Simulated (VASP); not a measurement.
# HfN in VASP: further runs, part 2 of 2

VASP 6.6.1. The steps go on from the part before.

## Step 4: Relaxation of cell and atoms, PBE

Contents of INCAR:

```
PREC = Accurate ; ENCUT = 600
EDIFF = 1E-6 ; ISMEAR = 0
SIGMA = 0.1 ; LREAL = F
LASPH = T ; NELM = 60
ALGO = Normal ; ISIF = 3
LWAVE = F ; LCHARG = F
GGA = PE ; IBRION = 2
NSW = 90 ; EDIFFG = -0.04
```

Contents of KPOINTS:

```
regular mesh
0
Gamma
  6 6 6
```

Contents of POSCAR:

```
HfN
1.0
    3.0666359906      0.0000000000      0.0000000000
    0.0000000000      3.0666359906      0.0000000000
    0.0000000000      0.0000000000      3.4581045345
Hf N
1 1
Direct
    0.5000000000      0.5000000000      0.0000000000
    0.0000000000      0.0000000000      0.0000000000
```

Potentials or basis: VASP PAW PBE potentials, release 64 (Hf_pv, N).

On the command line:

```bash
$ cat potpaw_PBE.64/Hf_pv/POTCAR potpaw_PBE.64/N/POTCAR > POTCAR
$ mpirun -np 1 vasp_std > vasp.out
```

OUTCAR:

```text
PREC = Accurate
   ENCUT = 600
   EDIFF = 1E-6
   ISMEAR = 0
   LREAL = F
   LASPH = T
   NELM = 60
   ISIF = 3
   GGA = PE
   IBRION = 2
   NSW = 90
   EDIFFG = -0.04

 ion  position               nearest neighbor table
   1  0.500  0.500  0.000-   2 2.17   2 2.17   2 2.17   2 2.17
   2  0.000  0.000  0.000-   1 2.17   1 2.17   1 2.17   1 2.17

  LATTYP: Found a simple tetragonal cell.
 ALAT       =     3.0666359906
 C/A-ratio  =     1.1276540630

  Lattice vectors:

 A1 = (   3.0666359906,   0.0000000000,   0.0000000000)
 A2 = (   0.0000000000,   3.0666359906,   0.0000000000)
 A3 = (   0.0000000000,   0.0000000000,   3.4581045345)

Analysis of symmetry for initial positions (statically):
=====================================================================
 Subroutine PRICEL returns:
 Original cell was already a primitive cell.

 Routine SETGRP: Setting up the symmetry group for a
 simple tetragonal supercell.

 Subroutine GETGRP returns: Found 16 space group operations
 (whereof 16 operations were pure point group operations)
 out of a pool of 16 trial point group operations.

The static configuration has the point symmetry D_4h.

Analysis of symmetry for dynamics (positions and initial velocities):
=====================================================================
 Subroutine PRICEL returns:
 Original cell was already a primitive cell.

 Routine SETGRP: Setting up the symmetry group for a
 simple tetragonal supercell.

 Subroutine GETGRP returns: Found 16 space group operations
 (whereof 16 operations were pure point group operations)
 out of a pool of 16 trial point group operations.

The dynamic configuration has the point symmetry D_4h.

 Subroutine INISYM returns: Found 16 space group operations
 (whereof 16 operations are pure point group operations),
 and found     1 'primitive' translations

[... 130 lines left out ...]
 maximum number of plane-waves:      1112
   NGX = 13   NGY = 13   NGZ = 13

--------------------------------------- Ionic step        1  -------------------------------------------

 number of electron      15.0000003 magnetization

 Free energy of the ion-electron system (eV)
  ---------------------------------------------------
  ext. energy  EPLUGINS =         0.00000000
  ---------------------------------------------------
  free energy    TOTEN  =       -20.43928982 eV

  energy without entropy =      -20.43680880  energy(sigma->0) =      -20.43804931

------------------------ aborting loop because EDIFF is reached ----------------------------------------

  FORCE on cell =-STRESS in cart. coord.  units (eV):
  Direction    XX          YY          ZZ          XY          YZ          ZX
  --------------------------------------------------------------------------------------
  -------------------------------------------------------------------------------------
  Total       -0.4670062     -0.4670062     -0.1325577      0.0000000      0.0000000      0.0000000
  in kB      -23.0075635    -23.0075635     -6.5305986      0.0000000      0.0000000      0.0000000
  external PRESSURE =     -17.5152419 kB  Pullay stress =       0.0000000 kB
[... 95 lines left out ...]
--------------------------------------- Ionic step        4  -------------------------------------------

 number of electron      15.0000004 magnetization

 Free energy of the ion-electron system (eV)
  ---------------------------------------------------
  ext. energy  EPLUGINS =         0.00000000
  ---------------------------------------------------
  free energy    TOTEN  =       -20.44108618 eV

  energy without entropy =      -20.43880595  energy(sigma->0) =      -20.43994607

 E-fermi :   4.2344     XC(G=0): -10.7477

 val. band max:        4.2312551765   @ k =   0.3333   0.3333   0.5000
 cond. band min:       4.2568423222   @ k =   0.5000   0.5000   0.0000
 fundamental gap:      0.0255871457
 Fermi energy:         4.2344054548

 k-point     1 :       0.0000    0.0000    0.0000
  band No.  band energies     occupation
      1     -26.5171      2.00000
      2     -26.2340      2.00000
      3     -26.2340      2.00000
      4     -11.0488      2.00000
      5       1.4764      2.00000
      6       2.4865      2.00000
      7       2.7094      2.00000
      8       2.7420      2.00000
      9       2.7420      2.00000
     10       8.7169      0.00000
     11       8.7294      0.00000
[... 309 lines left out ...]
 k-point    24 :       0.5000    0.0000    0.3333
  band No.  band energies     occupation
      1     -26.9743      2.00000
      2     -26.5843      2.00000
      3     -26.1234      2.00000
      4      -8.6574      2.00000
      5      -2.2832      2.00000
      6      -0.4094      2.00000
      7      -0.2796      2.00000
      8       5.3728      0.00000
      9       8.2576      0.00000
     10       8.5079      0.00000
     11       9.6588      0.00000

 [... further k-points ...]

------------------------ aborting loop because EDIFF is reached ----------------------------------------

  FORCE on cell =-STRESS in cart. coord.  units (eV):
  Direction    XX          YY          ZZ          XY          YZ          ZX
  --------------------------------------------------------------------------------------
  -------------------------------------------------------------------------------------
  Total        0.0121420      0.0121420     -0.0747109      0.0000000      0.0000000     -0.0000000
  in kB        0.6039995      0.6039995     -3.7164804      0.0000000      0.0000000     -0.0000000
  external PRESSURE =      -0.8361605 kB  Pullay stress =       0.0000000 kB
[... 17 lines left out ...]
  FREE ENERGIE OF THE ION-ELECTRON SYSTEM (eV)
  ---------------------------------------------------
  free  energy   TOTEN  =       -20.4410861803 eV

  energy  without entropy=      -20.4388059511  energy(sigma->0) =      -20.43994607

 reached required accuracy - stopping structural energy minimisation
```

OSZICAR:

```text
N       E                     dE             d eps       ncg     rms          rms(c)
DAV:   1     0.378290456718E+02    0.37829E+02   -0.85704E+03   880   0.138E+03
[... 30 lines left out ...]
   3 F= -.20440874E+02 E0= -.20439727E+02  d E =-.158403E-02
       N       E                     dE             d eps       ncg     rms          rms(c)
DAV:   1    -0.204422135430E+02   -0.13397E-02   -0.35771E-02   880   0.169E+00    0.178E-01
DAV:   2    -0.204413670855E+02    0.84646E-03   -0.17342E-03   930   0.357E-01    0.105E-01
DAV:   3    -0.204411472191E+02    0.21987E-03   -0.28698E-04   970   0.144E-01    0.373E-02
DAV:   4    -0.204410858107E+02    0.61408E-04   -0.16880E-04   993   0.104E-01    0.389E-02
DAV:   5    -0.204410861803E+02   -0.36964E-06   -0.46964E-06  1082   0.194E-02
   4 F= -.20441086E+02 E0= -.20439946E+02  d E =-.212334E-03
```

CONTCAR:

```text
HfN
   1.00000000000000
     3.0569687247590491    0.0000000000000000    0.0000000000000000
    -0.0000000000000000    3.0569687247590491    0.0000000000000000
    -0.0000000000000000    0.0000000000000000    3.4465212957903884
  Hf              N
     1     1
Direct
     0.5000000000000000    0.5000000000000000    0.0000000000000000
     1.0000000000000000    0.0000000000000000    1.0000000000000000

  0.00000000E+00  0.00000000E+00  0.00000000E+00
  0.00000000E+00  0.00000000E+00  0.00000000E+00
```

Wall time 48 s (1 thread of Intel Xeon 8259CL, shared host); peak memory 0.16 GiB.

Results:

```
Free energy                           : -20.4411 eV
Relaxed volume                        : 16.10 Å³/atom
Relaxed cell                          : a = 3.057 Å, b = 3.057 Å, c = 3.447 Å, α = 90.00°, β = 90.00°, γ = 90.00°
Space group after relaxing (to 0.1 Å) : P4/mmm (No. 123)
Energy gained by relaxing             : 0.9 meV/atom
Ionic steps                           : 4
Pressure after relaxing               : -0.1 GPa
Band gap on the k mesh                : zero (an odd number of electrons rules out a gap without spin polarisation)
```

Step by step:
```
step  energy change (eV)  largest force (eV/Å)  pressure (GPa)  volume (Å³)
   1              0.0000                0.0000           -1.75        32.52
   2              0.0086                0.0000            4.23        31.69
   3             -0.0016                0.0000           -0.14        32.28
   4             -0.0018                0.0000           -0.08        32.21
```

Final structure:
```
Hf N
1.0
     3.05697    0.00000    0.00000
     0.00000    3.05697    0.00000
     0.00000    0.00000    3.44652
Hf N
1 1
Direct
  0.50000 0.50000 0.00000
  0.00000 0.00000 0.00000
```

Caveat: spin-orbit coupling is left out, which moves the levels of the heavy elements.

## Step 5: Summary

| task | cell | k mesh | cutoff (eV) | gap on the mesh (eV) | pressure (GPa) |
| --- | --- | --- | --- | --- | --- |
| single point | a = 3.067, b = 3.067, c = 3.458 Å, 2 atoms | 6 × 6 × 4 | 520 | none | -1.1 |
| single point | a = 3.064, b = 3.064, c = 3.445 Å, 2 atoms | 6 × 6 × 6 | 520 | none | -1.1 |
| relaxation of cell and atoms | relaxed from a = 3.067, b = 3.067, c = 3.458 Å, 2 atoms | 6 × 6 × 6 | 600 | none | -0.1 |

Alike in all rows: level PBE; potentials or basis VASP PAW PBE potentials, release 64 (Hf_pv, N); no spin polarisation; smearing gaussian 0.1 eV.

Caveats: some runs use coarse meshes; spin-orbit coupling is left out, which moves the levels of the heavy elements.

Total energies depend on the potentials used, so only differences within one code and one set of settings carry meaning.
